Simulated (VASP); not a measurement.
Write the native input for VASP 6.6.1 that does the following.

- Task: single point
- Functional: PBE
- Potentials or basis: VASP PAW PBE potentials, release 64 (In_d, Pd)
- Cutoff: 520 eV
- k mesh: 14 × 14 × 14
- Occupations: gaussian, width 0.1 eV
- Spin: no spin polarisation
- Dipole correction: no
- Further INCAR settings: ALGO = Normal; EDIFF = 1e-07; NBANDS = 18

The structure of InPd lies in POSCAR:

```
InPd
1.0
    3.2377903043      0.0000000000      0.0000000000
    0.0000000000      3.2377903043      0.0000000000
    0.0000000000      0.0000000000      3.2377903043
In Pd
1 1
Direct
    0.0000000000      0.0000000000      0.0000000000
    0.5000000000      0.5000000000      0.5000000000
```

This cell differs from its parent crystal: volume scaled by 0.94.

These files were run (other wordings do the same):

INCAR

```
SYSTEM = InPd
ALGO = Normal
EDIFF = 1E-7
ENCUT = 520
GGA = PE
ISIF = 2
ISMEAR = 0
LASPH = .TRUE.
LCHARG = .TRUE.
LELF = .TRUE.
LREAL = .FALSE.
LVHAR = .TRUE.
LWAVE = .FALSE.
NBANDS = 18
NELM = 80
PREC = Accurate
SIGMA = 0.1
```

KPOINTS

```
k-points
0
G
  14 14 14
  0 0 0
```

Potentials or basis: VASP PAW PBE potentials, release 64 (In_d, Pd).

Run with:

```sh
$ cat potpaw_PBE.64/In_d/POTCAR potpaw_PBE.64/Pd/POTCAR > POTCAR
$ mpirun -np 1 vasp_std > vasp.out
```

It gave:

```json
{
 "Pressure": "8.3 GPa"
}
```

Wall time 59 s on 1 thread of Intel Xeon 8259CL, with other jobs on the host, peak memory 0.2 GiB.
